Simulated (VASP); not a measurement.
# HgTe (Fm-3m) in VASP: a series of runs

HgTe is run at these levels: PBE; tasks: single point.

All numbers are computed with VASP 6.6.1; they aren't measurements. Logs are shortened: lines on timing, memory, paths and dates and some standing lists are left out, and cuts for length are marked.

### 1 The cell of the first run

The structure is cubic, space group Fm-3m (No. 225). Conventional cell: a = 5.724 Å, b = 5.724 Å, c = 5.724 Å, α = 90.00°, β = 90.00°, γ = 90.00°. Hg (site symmetry m-3m) has 6 Te at 2.86 Å within 3.8 Å. Te (site symmetry m-3m) has 6 Hg at 2.86 Å within 3.8 Å.

### 2 Single point, PBE (23.44 Å³/atom)

INCAR reads:

```
  PREC = Accurate
  ENCUT = 520
  EDIFF = 1E-7
  ISMEAR = -1
  SIGMA = 0.05
  LREAL = F
  LASPH = T
  NELM = 60
  ALGO = Normal
  ISIF = 2
  LWAVE = F
  LCHARG = F
  GGA = PE
  NBANDS = 16
```

KPOINTS reads:

```
regular mesh
0
Gamma
  14 14 14
```

POSCAR reads:

```
HgTe
1.0
    0.0000000000      2.8618608166      2.8618608166
    2.8618608166      0.0000000000      2.8618608166
    2.8618608166      2.8618608166      0.0000000000
Hg Te
1 1
Direct
    0.0000000000      0.0000000000      0.0000000000
    0.5000000000      0.5000000000      0.5000000000
```

Potentials or basis: VASP PAW PBE potentials, release 64 (Hg, Te).

Launch:

```
cat potpaw_PBE.64/Hg/POTCAR potpaw_PBE.64/Te/POTCAR > POTCAR
mpirun -np 1 vasp_std > vasp.out
```

OUTCAR:

```text
PREC = Accurate
   ENCUT = 520
   EDIFF = 1E-7
   ISMEAR = -1
   LREAL = F
   LASPH = T
   NELM = 60
   ISIF = 2
   GGA = PE

 ion  position               nearest neighbor table
   1  0.000  0.000  0.000-   2 2.86   2 2.86   2 2.86   2 2.86   2 2.86   2 2.86
   2  0.500  0.500  0.500-   1 2.86   1 2.86   1 2.86   1 2.86   1 2.86   1 2.86

  LATTYP: Found a face centered cubic cell.
 ALAT       =     5.7237216332

  Lattice vectors:

 A1 = (   0.0000000000,   2.8618608166,   2.8618608166)
 A2 = (   2.8618608166,   0.0000000000,   2.8618608166)
 A3 = (   2.8618608166,   2.8618608166,   0.0000000000)

Analysis of symmetry for initial positions (statically):
=====================================================================
 Subroutine PRICEL returns:
 Original cell was already a primitive cell.

 Routine SETGRP: Setting up the symmetry group for a
 face centered cubic supercell.

 Subroutine GETGRP returns: Found 48 space group operations
 (whereof 48 operations were pure point group operations)
 out of a pool of 48 trial point group operations.

The static configuration has the point symmetry O_h .

Analysis of symmetry for dynamics (positions and initial velocities):
=====================================================================
 Subroutine PRICEL returns:
 Original cell was already a primitive cell.

 Routine SETGRP: Setting up the symmetry group for a
 face centered cubic supercell.

 Subroutine GETGRP returns: Found 48 space group operations
 (whereof 48 operations were pure point group operations)
 out of a pool of 48 trial point group operations.

The dynamic configuration has the point symmetry O_h .

 Subroutine INISYM returns: Found 48 space group operations
 (whereof 48 operations are pure point group operations),
 and found     1 'primitive' translations

----------------------------------------------------------------------------------------

                                     Primitive cell

  volume of cell :      46.8787

  direct lattice vectors                    reciprocal lattice vectors
     0.000000000  2.861860817  2.861860817    -0.174711501  0.174711501  0.174711501
     2.861860817  0.000000000  2.861860817     0.174711501 -0.174711501  0.174711501
     2.861860817  2.861860817  0.000000000     0.174711501  0.174711501 -0.174711501

  length of vectors
     4.047282380  4.047282380  4.047282380     0.302609197  0.302609197  0.302609197

  position of ions in fractional coordinates (direct lattice)
     0.000000000  0.000000000  0.000000000
     0.500000000  0.500000000  0.500000000

  ion indices of the primitive-cell ions
   primitive index   ion index
                 1           1
                 2           2

----------------------------------------------------------------------------------------

 KPOINTS: regular mesh

Automatic generation of k-mesh.
 Grid dimensions read from file:
 generate k-points for:   14   14   14

 Generating k-lattice:

  Cartesian coordinates                     Fractional coordinates (reciprocal lattice)
    -0.012479393  0.012479393  0.012479393     0.071428571  0.000000000  0.000000000
     0.012479393 -0.012479393  0.012479393     0.000000000  0.071428571  0.000000000
     0.012479393  0.012479393 -0.012479393     0.000000000  0.000000000  0.071428571

  Length of vectors
     0.021614943  0.021614943  0.021614943

  Shift w.r.t. Gamma in fractional coordinates (k-lattice)
     0.000000000  0.000000000  0.000000000

 Subroutine IBZKPT returns following result:
 ===========================================

 Found    104 irreducible k-points:

 Following reciprocal coordinates:
            Coordinates               Weight
  0.000000  0.000000  0.000000      1.000000
  0.071429  0.000000  0.000000      8.000000
  0.142857  0.000000  0.000000      8.000000
  0.214286  0.000000  0.000000      8.000000
  0.285714  0.000000  0.000000      8.000000
  0.357143  0.000000  0.000000      8.000000
[... 16 lines left out ...]
  0.214286  0.142857  0.000000     24.000000
  0.285714  0.142857  0.000000     24.000000
 [... further k-points ...]
   k-points           NKPTS =    104   k-points in BZ     NKDIM =    104   number of bands    NBANDS=     16
   number of dos      NEDOS =    301   number of ions     NIONS =      2
   total plane-waves  NPLWV =  27000
   dimension x,y,z NGX =    30 NGY =   30 NGZ =   30
   dimension x,y,z NGXF=    60 NGYF=   60 NGZF=   60
   ions per type =               1   1
   NGX,Y,Z   is equivalent  to a cutoff of  12.32, 12.32, 12.32 a.u.
   NGXF,Y,Z  is equivalent  to a cutoff of  24.65, 24.65, 24.65 a.u.
 SYSTEM =  unknown system
   PREC   = accura    normal or accurate (medium, high low for compatibility)
   ISTART =      0    job   : 0-new  1-cont  2-samecut
   ICHARG =      2    charge: 1-file 2-atom 10-const
   ISPIN  =      1    spin polarized calculation?
   LNONCOLLINEAR =      F non collinear calculations
   LSORBIT =      F    spin-orbit coupling
   LASPH  =      T    aspherical Exc in radial PAW
   ENCUT  =  520.0 eV  38.22 Ry    6.18 a.u.   7.53  7.53  7.53*2*pi/ulx,y,z
   NELM   =     60;   NELMIN=  2; NELMDL= -5     # of ELM steps
   EDIFF  = 0.1E-06   stopping-criterion for ELM
   LREAL  =      F    real-space projection
   EDIFFG = 0.1E-05   stopping-criterion for IOM
   NSW    =      0    number of steps for IOM
   IBRION =     -1    ionic relax: 0-MD 1-quasi-New 2-CG
   NFREE  =      0    steps in history (QN), initial steepest desc. (CG)
   ISIF   =      2    stress and relaxation
   ISYM   =      2    0-nonsym 1-usesym 2-fastsym
   POTIM  = 0.5000    time-step for ionic-motion
   TEBEG  =    0.0;   TEEND  =   0.0 temperature during run
   PSTRESS=    0.0 pullay stress
   NELECT =      18.0000    total number of electrons
   NUPDOWN=      -1.0000    fix difference up-down
   EMIN   =  10.00;   EMAX   =-10.00  energy-range for DOS
   EFERMI =   0.00;   METHOD = LEGACY
   ISMEAR =    -1;   SIGMA  =   0.05  broadening in eV -4-tet -1-fermi 0-gaus
   EFERMI_NEDOS =   21; number of points for ismear=-14 and -15
   IALGO  =     38    algorithm
   IMIX   =      4    mixing-type and parameters
     AMIX     =   0.40;   BMIX     =  1.00
     AMIX_MAG =   1.60;   BMIX_MAG =  1.00
  volume/ion in A,a.u.               =      23.44       158.18
  Fermi-wavevector in a.u.,A,eV,Ry     =   1.189891  2.248568 19.263679  1.415840
  Thomas-Fermi vector in A             =   2.325988
   LORBIT       =      0    0 simple, 1 ext, 2 COOP (PROOUT), +10 PAW based schemes
   GGA     = PE    functional components
[... 5 lines left out ...]
 non-spin polarized calculation
  energy-cutoff  :      520.00
  volume of cell :       46.88
 maximum number of plane-waves:      1291
   NGX = 15   NGY = 15   NGZ = 15

 number of electron      18.0000003 magnetization

 Free energy of the ion-electron system (eV)
  ---------------------------------------------------
  ext. energy  EPLUGINS =         0.00000000
  ---------------------------------------------------
  free energy    TOTEN  =        -2.85389071 eV

  energy without entropy =       -2.84516269  energy(sigma->0) =       -2.84952670

 E-fermi :   6.8135     XC(G=0): -10.8157

 val. band max:        6.7974411612   @ k =  -0.2143   0.0714   0.0000
 cond. band min:       6.8157686966   @ k =  -0.1429   0.2143   0.0714
 fundamental gap:      0.0183275355
 Fermi energy:         6.8134886503

 k-point     1 :       0.0000    0.0000    0.0000
  band No.  band energies     occupation
      1      -6.8166      2.00000
      2      -0.7992      2.00000
      3      -0.7992      2.00000
      4      -0.7368      2.00000
      5      -0.7368      2.00000
      6      -0.7368      2.00000
[... 8 lines left out ...]
     15      14.9752      0.00000
     16      14.9752      0.00000

 k-point     2 :       0.0714    0.0000    0.0000
  band No.  band energies     occupation
      1      -6.7552      2.00000
      2      -0.8270      2.00000
      3      -0.8270      2.00000
      4      -0.7484      2.00000
      5      -0.7268      2.00000
      6      -0.7268      2.00000
[... 8 lines left out ...]
     15      14.9618      0.00000
     16      14.9618      0.00000

 k-point     3 :       0.1429    0.0000    0.0000
  band No.  band energies     occupation
      1      -6.5738      2.00000
      2      -0.9098      2.00000
      3      -0.9098      2.00000
      4      -0.7867      2.00000
      5      -0.6912      2.00000
      6      -0.6912      2.00000
[... 8 lines left out ...]
     15      15.1761      0.00000
     16      15.1761      0.00000

 k-point     4 :       0.2143    0.0000    0.0000
  band No.  band energies     occupation
      1      -6.2820      2.00000
      2      -1.0266      2.00000
      3      -1.0266      2.00000
      4      -0.8659      2.00000
      5      -0.6360      2.00000
      6      -0.6360      2.00000
[... 8 lines left out ...]
     15      15.5928      0.00000
     16      15.5928      0.00000
[... 324 lines left out ...]
 k-point    22 :       0.1429    0.1429    0.0000
  band No.  band energies     occupation
      1      -6.5047      2.00000
      2      -1.0631      2.00000
      3      -0.7833      2.00000
      4      -0.7701      2.00000
      5      -0.6969      2.00000
      6      -0.6969      2.00000
[... 8 lines left out ...]
     15      16.7369      0.00000
     16      16.7369      0.00000

 k-point    23 :       0.2143    0.1429    0.0000
  band No.  band energies     occupation
      1      -6.3054      2.00000
      2      -1.1752      2.00000
      3      -0.8132      2.00000
      4      -0.8124      2.00000
      5      -0.6667      2.00000
      6      -0.6397      2.00000
[... 8 lines left out ...]
     15      16.6800      0.00000
     16      17.0315      0.00000

 k-point    24 :       0.2857    0.1429    0.0000
  band No.  band energies     occupation
      1      -6.0137      2.00000
      2      -1.2816      2.00000
      3      -0.9120      2.00000
      4      -0.8630      2.00000
      5      -0.6211      2.00000
      6      -0.5640      2.00000
[... 8 lines left out ...]
     15      16.7488      0.00000
     16      17.3118      0.00000

 [... further k-points ...]

------------------------ aborting loop because EDIFF is reached ----------------------------------------

  FORCE on cell =-STRESS in cart. coord.  units (eV):
  Direction    XX          YY          ZZ          XY          YZ          ZX
  --------------------------------------------------------------------------------------
  -------------------------------------------------------------------------------------
  Total        5.1851480      5.1851480      5.1851480     -0.0000000      0.0000000     -0.0000000
  in kB      177.2132612    177.2132612    177.2132612     -0.0000000      0.0000000     -0.0000000
  external PRESSURE =     177.2132612 kB  Pullay stress =       0.0000000 kB

 VOLUME and BASIS-vectors are now :
 -----------------------------------------------------------------------------
  energy-cutoff  :      520.00
  volume of cell :       46.88
      direct lattice vectors                 reciprocal lattice vectors
     0.000000000  2.861860817  2.861860817    -0.174711501  0.174711501  0.174711501
     2.861860817  0.000000000  2.861860817     0.174711501 -0.174711501  0.174711501
     2.861860817  2.861860817  0.000000000     0.174711501  0.174711501 -0.174711501

 POSITION                                       TOTAL-FORCE (eV/Angst)
 -----------------------------------------------------------------------------------
      0.00000      0.00000      0.00000        -0.000000      0.000000     -0.000000
      2.86186      2.86186      2.86186         0.000000     -0.000000      0.000000
 -----------------------------------------------------------------------------------
    total drift:                               -0.000000      0.000000      0.000000

  FREE ENERGIE OF THE ION-ELECTRON SYSTEM (eV)
  ---------------------------------------------------
  free  energy   TOTEN  =        -2.8538907069 eV

  energy  without entropy=       -2.8451626915  energy(sigma->0) =       -2.84952670
```

It took 84 s on 1 thread of Intel Xeon 8259CL, shared host; peak memory 0.23 GiB.

Results:

| Item | Value |
| --- | --- |
| Free energy | -2.8539 eV |
| Pressure | 17.7 GPa |
| Band gap on the k mesh | zero (bands 9 and 10 overlap by 3.52 eV) |

Levels at points of the mesh, in eV from the Fermi level:
```csv
k point,band 7,band 8,band 9,band 10,band 11,band 12
"(0.00, 0.00, 0.00)",-1.06,-1.06,-1.06,-0.04,7.61,7.72
"(0.50, 0.00, 0.00)",-6.39,0.47,0.47,2.34,3.60,3.60
"(0.50, 0.50, 0.00)",-5.71,-3.16,-3.16,-3.05,4.51,10.22
```

Caveat: the cell stands under pressure; spin-orbit coupling is left out, which moves the levels of the heavy elements.

[end of part 1 of 2]
